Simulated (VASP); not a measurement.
Set up this calculation in VASP 6.6.1, as the native input.

```yaml
Task: single point
Functional: PBEsol
Potentials_or_basis: VASP PAW PBE potentials, release 64 (Au)
Cutoff: 520 eV
k_mesh: 26 × 26 × 14
Occupations: gaussian, width 0.15 eV
Spin: no spin polarisation
Dipole_correction: no
Further_INCAR_settings: ALGO = Fast; EDIFF = 1e-06; NBANDS = 18
```

The structure of Au lies in POSCAR:

```
Au
1.0
    1.4293327060     -2.5514868785      0.0000000000
    1.4293327060      2.5514868785      0.0000000000
    0.0000000000      0.0000000000      4.6717905077
Au
2
Direct
    0.6638639510      0.3361360490      0.2500000000
    0.3361360490      0.6638639510      0.7500000000
```

This cell differs from its parent crystal: ratio of the length along z to the lengths across it x 0.96, volume and fractional coordinates fixed.

One way to write it, as run:

INCAR

```
SYSTEM = Au
PREC = Accurate ; ENCUT = 520
EDIFF = 1E-6 ; ISMEAR = 0
SIGMA = 0.15 ; LREAL = .FALSE.
LASPH = .TRUE. ; NELM = 80
ALGO = Fast ; ISIF = 2
LWAVE = .FALSE. ; LCHARG = .FALSE.
GGA = PS ; NBANDS = 18
```

KPOINTS

```
regular mesh
0
G
  26 26 14
  0 0 0
```

Potentials or basis: VASP PAW PBE potentials, release 64 (Au).

Run with:

```sh
$ cat potpaw_PBE.64/Au/POTCAR > POTCAR
$ mpirun -np 1 vasp_std > vasp.out
```

It gave:

The pressure is -0.1 GPa and the largest force is 0.013 eV/Å. The band gap on the k mesh is zero (bands 11 and 12 overlap by 6.59 eV).

Caveat: the PAW data sets were made with another functional, which shifts forces and pressure a little; spin-orbit coupling is left out, which moves the levels of the heavy elements.

Wall time 13 min on 1 thread of Oxide Virtual Turin-like Processor, with other jobs on the host, peak memory 0.73 GiB.
